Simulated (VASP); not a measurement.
# PbS (Fm-3m) in VASP: notebook, part 2 of 2

VASP 6.6.1. The steps go on from the part before.

## (5) Single point, LDA

Input file INCAR:

```
SYSTEM = PbS
ALGO = Normal ; EDIFF = 1E-6
ENCUT = 520 ; GGA = CA
ISIF = 2 ; ISMEAR = -1
LASPH = .True. ; LCHARG = .True.
LELF = .True. ; LREAL = .False.
LVHAR = .True. ; LWAVE = .False.
NBANDS = 17 ; NELM = 60
PREC = Accurate ; SIGMA = 0.06
```

Input file KPOINTS:

```
k-points
0
Gamma
  8 8 8
  0 0 0
```

Input file POSCAR:

```
PbS
1.0
    0.0000000000      2.9748505000      2.9748505000
    2.9748505000      0.0000000000      2.9748505000
    2.9748505000      2.9748505000      0.0000000000
Pb S
1 1
Direct
    0.0000000000      0.0000000000      0.0000000000
    0.5000000000      0.5000000000      0.5000000000
```

Potentials or basis: VASP PAW LDA potentials, release 64 (Pb_d, S).

Started as:

```console
$ cat potpaw_LDA.64/Pb_d/POTCAR potpaw_LDA.64/S/POTCAR > POTCAR
$ mpirun -np 1 vasp_std > vasp.out
```

OUTCAR:

```text
SYSTEM = PbS
   EDIFF = 1E-6
   ENCUT = 520
   GGA = CA
   ISIF = 2
   ISMEAR = -1
   LASPH = .True.
   LREAL = .False.
   NELM = 60
   PREC = Accurate

 ion  position               nearest neighbor table
   1  0.000  0.000  0.000-   2 2.97   2 2.97   2 2.97   2 2.97   2 2.97   2 2.97
   2  0.500  0.500  0.500-   1 2.97   1 2.97   1 2.97   1 2.97   1 2.97   1 2.97

  LATTYP: Found a face centered cubic cell.
 ALAT       =     5.9497010000

  Lattice vectors:

 A1 = (   0.0000000000,   2.9748505000,   2.9748505000)
 A2 = (   2.9748505000,   0.0000000000,   2.9748505000)
 A3 = (   2.9748505000,   2.9748505000,   0.0000000000)

Analysis of symmetry for initial positions (statically):
=====================================================================
 Subroutine PRICEL returns:
 Original cell was already a primitive cell.

 Routine SETGRP: Setting up the symmetry group for a
 face centered cubic supercell.

 Subroutine GETGRP returns: Found 48 space group operations
 (whereof 48 operations were pure point group operations)
 out of a pool of 48 trial point group operations.

The static configuration has the point symmetry O_h .

Analysis of symmetry for dynamics (positions and initial velocities):
=====================================================================
 Subroutine PRICEL returns:
 Original cell was already a primitive cell.

 Routine SETGRP: Setting up the symmetry group for a
 face centered cubic supercell.

 Subroutine GETGRP returns: Found 48 space group operations
 (whereof 48 operations were pure point group operations)
 out of a pool of 48 trial point group operations.

The dynamic configuration has the point symmetry O_h .

 Subroutine INISYM returns: Found 48 space group operations
 (whereof 48 operations are pure point group operations),
 and found     1 'primitive' translations

----------------------------------------------------------------------------------------

                                     Primitive cell

  volume of cell :      52.6533

  direct lattice vectors                    reciprocal lattice vectors
     0.000000000  2.974850500  2.974850500    -0.168075673  0.168075673  0.168075673
     2.974850500  0.000000000  2.974850500     0.168075673 -0.168075673  0.168075673
     2.974850500  2.974850500  0.000000000     0.168075673  0.168075673 -0.168075673

  length of vectors
     4.207073923  4.207073923  4.207073923     0.291115605  0.291115605  0.291115605

  position of ions in fractional coordinates (direct lattice)
     0.000000000  0.000000000  0.000000000
     0.500000000  0.500000000  0.500000000

  ion indices of the primitive-cell ions
   primitive index   ion index
                 1           1
                 2           2

----------------------------------------------------------------------------------------

 KPOINTS: k-points

Automatic generation of k-mesh.
 Grid dimensions read from file:
 generate k-points for:    8    8    8

 Generating k-lattice:

  Cartesian coordinates                     Fractional coordinates (reciprocal lattice)
    -0.021009459  0.021009459  0.021009459     0.125000000  0.000000000  0.000000000
     0.021009459 -0.021009459  0.021009459     0.000000000  0.125000000  0.000000000
     0.021009459  0.021009459 -0.021009459     0.000000000  0.000000000  0.125000000

  Length of vectors
     0.036389451  0.036389451  0.036389451

  Shift w.r.t. Gamma in fractional coordinates (k-lattice)
     0.000000000  0.000000000  0.000000000

 Subroutine IBZKPT returns following result:
 ===========================================

 Found     29 irreducible k-points:

 Following reciprocal coordinates:
            Coordinates               Weight
  0.000000  0.000000  0.000000      1.000000
  0.125000  0.000000  0.000000      8.000000
  0.250000  0.000000  0.000000      8.000000
  0.375000  0.000000  0.000000      8.000000
  0.500000  0.000000  0.000000      4.000000
  0.125000  0.125000  0.000000      6.000000
[... 16 lines left out ...]
  0.500000  0.250000  0.125000     48.000000
 -0.375000  0.250000  0.125000     24.000000
 [... further k-points ...]
   k-points           NKPTS =     29   k-points in BZ     NKDIM =     29   number of bands    NBANDS=     17
   number of dos      NEDOS =    301   number of ions     NIONS =      2
   total plane-waves  NPLWV =  32768
   dimension x,y,z NGX =    32 NGY =   32 NGZ =   32
   dimension x,y,z NGXF=    64 NGYF=   64 NGZF=   64
   ions per type =               1   1
   NGX,Y,Z   is equivalent  to a cutoff of  12.65, 12.65, 12.65 a.u.
   NGXF,Y,Z  is equivalent  to a cutoff of  25.29, 25.29, 25.29 a.u.
 SYSTEM =  PbS
   PREC   = accura    normal or accurate (medium, high low for compatibility)
   ISTART =      0    job   : 0-new  1-cont  2-samecut
   ICHARG =      2    charge: 1-file 2-atom 10-const
   ISPIN  =      1    spin polarized calculation?
   LNONCOLLINEAR =      F non collinear calculations
   LSORBIT =      F    spin-orbit coupling
   LASPH  =      T    aspherical Exc in radial PAW
   ENCUT  =  520.0 eV  38.22 Ry    6.18 a.u.   7.82  7.82  7.82*2*pi/ulx,y,z
   NELM   =     60;   NELMIN=  2; NELMDL= -5     # of ELM steps
   EDIFF  = 0.1E-05   stopping-criterion for ELM
   LREAL  =      F    real-space projection
   EDIFFG = 0.1E-04   stopping-criterion for IOM
   NSW    =      0    number of steps for IOM
   IBRION =     -1    ionic relax: 0-MD 1-quasi-New 2-CG
   NFREE  =      0    steps in history (QN), initial steepest desc. (CG)
   ISIF   =      2    stress and relaxation
   ISYM   =      2    0-nonsym 1-usesym 2-fastsym
   POTIM  = 0.5000    time-step for ionic-motion
   TEBEG  =    0.0;   TEEND  =   0.0 temperature during run
   PSTRESS=    0.0 pullay stress
   NELECT =      20.0000    total number of electrons
   NUPDOWN=      -1.0000    fix difference up-down
   EMIN   =  10.00;   EMAX   =-10.00  energy-range for DOS
   EFERMI =   0.00;   METHOD = LEGACY
   ISMEAR =    -1;   SIGMA  =   0.06  broadening in eV -4-tet -1-fermi 0-gaus
   EFERMI_NEDOS =   21; number of points for ismear=-14 and -15
   IALGO  =     38    algorithm
   IMIX   =      4    mixing-type and parameters
     AMIX     =   0.40;   BMIX     =  1.00
     AMIX_MAG =   1.60;   BMIX_MAG =  1.00
  volume/ion in A,a.u.               =      26.33       177.66
  Fermi-wavevector in a.u.,A,eV,Ry     =   1.185613  2.240484 19.125419  1.405679
  Thomas-Fermi vector in A             =   2.321803
   LORBIT       =      0    0 simple, 1 ext, 2 COOP (PROOUT), +10 PAW based schemes
   GGA     = CA    functional components
   LHFCALC =     F    Hartree Fock is set to
   AEXX    =    0.0000 exact exchange contribution
   IVDW    =     0    specifies the selected vdW correction
   LEPSILON=     F    determine dielectric tensor
   LRPA    =     F    only Hartree local field effects (RPA)
 non-spin polarized calculation
  energy-cutoff  :      520.00
  volume of cell :       52.65
 maximum number of plane-waves:      1428
   NGX = 15   NGY = 15   NGZ = 15

 number of electron      20.0000000 magnetization

 Free energy of the ion-electron system (eV)
  ---------------------------------------------------
  ext. energy  EPLUGINS =         0.00000000
  ---------------------------------------------------
  free energy    TOTEN  =        -9.97424159 eV

  energy without entropy =       -9.97355370  energy(sigma->0) =       -9.97389764

 E-fermi :   5.5853     XC(G=0):  -9.9874

 val. band max:        5.4653585058   @ k =   0.5000   0.0000   0.0000
 cond. band min:       5.7050752440   @ k =   0.5000   0.0000   0.0000
 fundamental gap:      0.2397167382
 Fermi energy:         5.5852515179

 k-point     1 :       0.0000    0.0000    0.0000
  band No.  band energies     occupation
      1     -11.2852      2.00000
      2     -11.2852      2.00000
      3     -11.2852      2.00000
      4     -11.2759      2.00000
      5     -11.2759      2.00000
      6      -8.0141      2.00000
[... 9 lines left out ...]
     16      12.1410      0.00000
     17      13.9357      0.00000

 k-point     2 :       0.1250    0.0000    0.0000
  band No.  band energies     occupation
      1     -11.2845      2.00000
      2     -11.2839      2.00000
      3     -11.2839      2.00000
      4     -11.2750      2.00000
      5     -11.2750      2.00000
      6      -7.8797      2.00000
[... 9 lines left out ...]
     16      12.5079      0.00000
     17      15.1562      0.00000
[... 421 lines left out ...]
 k-point    24 :      -0.3750    0.2500    0.1250
  band No.  band energies     occupation
      1     -11.3423      2.00000
      2     -11.2909      2.00000
      3     -11.2704      2.00000
      4     -11.2565      2.00000
      5     -11.2360      2.00000
      6      -6.5236      2.00000
[... 9 lines left out ...]
     16      16.3425      0.00000
     17      16.5148      0.00000

 [... further k-points ...]
[... 5 lines left out ...]
  --------------------------------------------------------------------------------------
  -------------------------------------------------------------------------------------
  Total       -1.0035671     -1.0035671     -1.0035671      0.0000000     -0.0000000      0.0000000
  in kB      -30.5373666    -30.5373666    -30.5373666      0.0000000     -0.0000000      0.0000000
  external PRESSURE =     -30.5373666 kB  Pullay stress =       0.0000000 kB

 VOLUME and BASIS-vectors are now :
 -----------------------------------------------------------------------------
  energy-cutoff  :      520.00
  volume of cell :       52.65
      direct lattice vectors                 reciprocal lattice vectors
     0.000000000  2.974850500  2.974850500    -0.168075673  0.168075673  0.168075673
     2.974850500  0.000000000  2.974850500     0.168075673 -0.168075673  0.168075673
     2.974850500  2.974850500  0.000000000     0.168075673  0.168075673 -0.168075673

 POSITION                                       TOTAL-FORCE (eV/Angst)
 -----------------------------------------------------------------------------------
      0.00000      0.00000      0.00000        -0.000000     -0.000000     -0.000000
      2.97485      2.97485      2.97485         0.000000      0.000000      0.000000
 -----------------------------------------------------------------------------------
    total drift:                                0.000000     -0.000000     -0.000000

  FREE ENERGIE OF THE ION-ELECTRON SYSTEM (eV)
  ---------------------------------------------------
  free  energy   TOTEN  =        -9.9742415856 eV

  energy  without entropy=       -9.9735537037  energy(sigma->0) =       -9.97389764
```

OSZICAR:

```text
N       E                     dE             d eps       ncg     rms          rms(c)
DAV:   1     0.157547164837E+03    0.15755E+03   -0.96046E+03   995   0.122E+03
DAV:   2     0.158574295264E+01   -0.15596E+03   -0.14970E+03  1063   0.314E+02
DAV:   3    -0.101503504436E+02   -0.11736E+02   -0.11628E+02  1330   0.912E+01
DAV:   4    -0.104251042062E+02   -0.27475E+00   -0.27457E+00  1233   0.154E+01
DAV:   5    -0.104359449982E+02   -0.10841E-01   -0.10840E-01  1542   0.296E+00    0.439E+00
DAV:   6    -0.998542047037E+01    0.45052E+00   -0.13523E+00  1550   0.780E+00    0.308E+00
DAV:   7    -0.997838995137E+01    0.70305E-02   -0.10397E-01  1128   0.161E+00    0.172E+00
DAV:   8    -0.997460960229E+01    0.37803E-02   -0.11932E-02  1246   0.105E+00    0.234E-01
DAV:   9    -0.997422335245E+01    0.38625E-03   -0.25244E-03  1463   0.378E-01    0.753E-02
DAV:  10    -0.997424559509E+01   -0.22243E-04   -0.15353E-04  1156   0.715E-02    0.529E-02
DAV:  11    -0.997424173917E+01    0.38559E-05   -0.17165E-05  1357   0.428E-02    0.881E-03
DAV:  12    -0.997424158559E+01    0.15357E-06   -0.78220E-07   745   0.129E-02
   1 F= -.99742416E+01 E0= -.99738976E+01  d E =-.687882E-03
```

stdout:

```text
POSCAR found type information on POSCAR PbS
 POSCAR found :  2 types and       2 ions
 scaLAPACK will be used
 LDA part: xc-table for (Slater(with rela. corr.)+CA(PZ))
 , standard interpolation
 POSCAR, INCAR and KPOINTS ok, starting setup
 FFT: planning ... GRIDC
 FFT: planning ... GRID_SOFT
 FFT: planning ... GRID
 WAVECAR not read
 entering main loop
```

Run time: 7.2 s. Hardware: 1 thread of Intel Xeon 6975P-C (Granite Rapids), shared host; peak memory 0.16 GiB.

What came out:

* Free energy: -9.9742 eV
* Pressure: -3.1 GPa
* Band gap on the k mesh: 0.24 eV, direct

Caveat: spin-orbit coupling is left out, which moves the levels of the heavy elements. A k mesh can miss the band edges.

## (6) Single point, PBE

Input file INCAR:

```
SYSTEM = PbS
  PREC = Accurate
  ENCUT = 520
  EDIFF = 1E-6
  ISMEAR = -1
  SIGMA = 0.06
  LREAL = .False.
  LASPH = .True.
  NELM = 80
  ALGO = Normal
  ISIF = 2
  LWAVE = .False.
  LCHARG = .False.
  GGA = PE
  NBANDS = 17
```

Input file KPOINTS:

```
regular mesh
0
Gamma
  8 8 8
  0 0 0
```

POSCAR is that of step 5.

Potentials or basis: VASP PAW PBE potentials, release 64 (Pb_d, S).

Started as:

```console
$ cat potpaw_PBE.64/Pb_d/POTCAR potpaw_PBE.64/S/POTCAR > POTCAR
$ mpirun -np 1 vasp_std > vasp.out
```

Run time: 7.6 s. Hardware: 1 thread of Intel Xeon 6975P-C (Granite Rapids), shared host; peak memory 0.18 GiB.

Results (log left out):

| Item | Value |
| --- | --- |
| Free energy | -8.7620 eV |
| Pressure | 1.6 GPa |
| Band gap on the k mesh | 0.40 eV, direct |

Levels at points of the mesh, in eV from the valence-band top:
```
           k point  band 6  band 7  band 8  band 9  band 10  band 11  band 12  band 13  band 14  band 15
(0.00, 0.00, 0.00)  -13.51   -6.04   -2.12   -2.12    -2.12     5.20     5.20     5.20     6.76     6.76
(0.50, 0.00, 0.00)  -12.29   -8.78   -1.73   -1.73     0.00     0.40     1.99     1.99     8.66    10.15
(0.50, 0.50, 0.00)  -11.87   -7.18   -5.11   -3.37    -3.37     3.91     5.55     5.66     5.66    11.18
```

Caveat: spin-orbit coupling is left out, which moves the levels of the heavy elements. A k mesh can miss the band edges.

## (7) Single point, PBEsol

Input file INCAR:

```
SYSTEM = PbS
ALGO = Normal ; EDIFF = 1E-7
ENCUT = 520 ; GGA = PS
ISIF = 2 ; ISMEAR = -1
LASPH = .True. ; LCHARG = .False.
LREAL = .False. ; LWAVE = .False.
NBANDS = 17 ; NELM = 60
PREC = Accurate ; SIGMA = 0.06
```

Input file KPOINTS:

```
k-points
0
Gamma
  8 8 8
  0 0 0
```

POSCAR is that of step 6.

Started as:

```console
$ cat potpaw_PBE.64/Pb_d/POTCAR potpaw_PBE.64/S/POTCAR > POTCAR
$ mpirun -np 1 vasp_std > vasp.out
```

It took 8.1 s on 1 thread of Intel Xeon 6975P-C (Granite Rapids), shared host; peak memory 0.18 GiB.

Results (log left out):

```
Free energy            : -9.4526 eV
Pressure               : -1.4 GPa
Band gap on the k mesh : 0.29 eV, direct
```

Levels at points of the mesh, in eV from the valence-band top:
```tsv
k point	band 6	band 7	band 8	band 9	band 10	band 11	band 12	band 13	band 14	band 15
(0.00, 0.00, 0.00)	-13.51	-6.06	-2.11	-2.11	-2.11	5.14	5.14	5.14	6.68	6.68
(0.50, 0.00, 0.00)	-12.26	-8.83	-1.73	-1.73	0.00	0.29	1.93	1.93	8.49	10.12
(0.50, 0.50, 0.00)	-11.84	-7.21	-5.17	-3.39	-3.39	3.77	5.50	5.62	5.62	11.18
```

Caveat: the PAW data sets were made with another functional, which shifts forces and pressure a little; spin-orbit coupling is left out, which moves the levels of the heavy elements. A k mesh can miss the band edges.

## (8) Overview

```csv
level,potentials or basis,gap on the mesh (eV),pressure (GPa)
LDA,"VASP PAW LDA potentials, release 64 (Pb_d, S)",0.24,-3.1
PBE,"VASP PAW PBE potentials, release 64 (Pb_d, S)",0.40,1.6
PBEsol,"VASP PAW PBE potentials, release 64 (Pb_d, S)",0.29,-1.4
```

Alike in all rows: task single point; no spin polarisation; cell as given; k mesh 8 × 8 × 8; cutoff (eV) 520; smearing fermi-dirac 0.06 eV.

Caveats: spin-orbit coupling is left out, which moves the levels of the heavy elements; the PAW data sets were made with another functional, which shifts forces and pressure a little (some runs).

Absolute energies hang on the potentials; compare differences alone.
